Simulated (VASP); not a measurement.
Wanted: the native input for a VASP 6.6.1 run.

| Quantity | Value |
| --- | --- |
| Task | single point |
| Functional | HSE06 |
| Potentials or basis | VASP PAW PBE potentials, release 64 (Be, La) |
| Cutoff | 520 eV |
| k mesh | 3 × 3 × 3 |
| Occupations | gaussian, width 0.243 eV |
| Spin | no spin polarisation |
| Dipole correction | no |
| Grid for exact exchange (PRECFOCK) | Normal |
| Further INCAR settings | ALGO = Normal; EDIFF = 1e-06; NBANDS = 14 |
| Screening parameter | 0.2079 1/Å |

LaBe:

```
CELL_PARAMETERS angstrom
3.58035 0.00000 0.00000
0.00000 3.58035 0.00000
0.00000 0.00000 3.58035
ATOMIC_POSITIONS crystal
Be 0.00000 0.00000 0.00000
La 0.50000 0.50000 0.50000
```

These files were run (other wordings do the same):

POSCAR

```
LaBe
1.0
    3.5803480000      0.0000000000      0.0000000000
    0.0000000000      3.5803480000      0.0000000000
    0.0000000000      0.0000000000      3.5803480000
Be La
1 1
Direct
    0.0000000000      0.0000000000      0.0000000000
    0.5000000000      0.5000000000      0.5000000000
```

INCAR.step1

```
SYSTEM = LaBe
ALGO     = Normal         ! electronic algorithm
EDIFF    = 1E-5           ! SCF threshold, eV
ENCUT    = 520            ! plane-wave cutoff, eV
GGA      = PE             ! functional
GGA_COMPAT= .FALSE.      
ISIF     = 2              ! what is computed and relaxed
ISMEAR   = 0              ! smearing method
LASPH    = .TRUE.         ! aspherical terms in the spheres
LCHARG   = .FALSE.        ! write CHGCAR
LMAXMIX  = 6              ! l up to which the mixer works
LREAL    = .FALSE.        ! projectors in reciprocal space
LWAVE    = .TRUE.         ! write WAVECAR
NBANDS   = 14             ! bands
NELM     = 200            ! most SCF steps
PREC     = Accurate       ! precision mode
SIGMA    = 0.243          ! smearing width, eV
```

INCAR.step2

```
SYSTEM = LaBe
ALGO     = Normal         ! electronic algorithm
EDIFF    = 1E-6           ! SCF threshold, eV
ENCUT    = 520            ! plane-wave cutoff, eV
GGA      = PE             ! functional
GGA_COMPAT= .FALSE.      
HFSCREEN = 0.2079         ! screening, 1/A
ISIF     = 2              ! what is computed and relaxed
ISMEAR   = 0              ! smearing method
ISTART   = 1            
LASPH    = .TRUE.         ! aspherical terms in the spheres
LCHARG   = .FALSE.        ! write CHGCAR
LHFCALC  = .TRUE.         ! exact exchange
LMAXMIX  = 6              ! l up to which the mixer works
LREAL    = .FALSE.        ! projectors in reciprocal space
LWAVE    = .FALSE.        ! write WAVECAR
NBANDS   = 14             ! bands
NELM     = 200            ! most SCF steps
PREC     = Accurate       ! precision mode
PRECFOCK = Normal       
SIGMA    = 0.243          ! smearing width, eV
```

KPOINTS

```
k-points
0
G
  3 3 3
  0 0 0
```

Potentials or basis: VASP PAW PBE potentials, release 64 (Be, La).

The run is started by

```bash
$ cat potpaw_PBE.64/Be/POTCAR potpaw_PBE.64/La/POTCAR > POTCAR
$ cp INCAR.step1 INCAR
$ mpirun -np 1 vasp_std > vasp.out
$ cp INCAR.step2 INCAR
$ mpirun -np 1 vasp_std > vasp.out
```

It gave:

```yaml
Pressure: -2.9 GPa
```

Caveat: the k points lie up to 0.58 Å⁻¹ apart; the PAW data sets were made with another functional, which shifts forces and pressure a little.

It took 3.1 min on 1 thread of Intel Xeon 8259CL, with other jobs on the host, peak memory 0.26 GiB.
